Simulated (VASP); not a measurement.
Cd3SeS2, 12 atoms in the cell. The typed cell holds 12 atoms: a = 4.268 Å, b = 8.532 Å, c = 9.475 Å, α = 103.05°, β = 103.10°, γ = 90.01°. 

- Program: VASP 6.6.1
- Task: single point
- Functional: PBE
- Potentials or basis: VASP PAW PBE potentials, release 64 (Cd, Se, S)
- Cutoff: 520 eV
- k mesh: 4 × 2 × 4
- Occupations: gaussian, width 0.1 eV
- Spin: no spin polarisation
- Dipole correction: no
- Further INCAR settings: ALGO = Normal; EDIFF = 1e-06; NBANDS = 66

Potentials or basis: VASP PAW PBE potentials, release 64 (Cd, Se, S).

The run is started by

```bash
$ cat potpaw_PBE.64/Cd/POTCAR potpaw_PBE.64/Se/POTCAR potpaw_PBE.64/S/POTCAR > POTCAR
$ mpirun -np 1 vasp_std > vasp.out
```

Hardware: 1 thread of Intel(R) Xeon(R) Platinum 8375C CPU @ 2.90GHz (Ice Lake), with other jobs on the host.

**Question.** How long does it take, and how much memory?

**Answer.** Wall time 14 min on 1 thread of Intel(R) Xeon(R) Platinum 8375C CPU @ 2.90GHz (Ice Lake), with other jobs on the host, peak memory 0.55 GiB. Counts: scf iterations 14, k points 20.
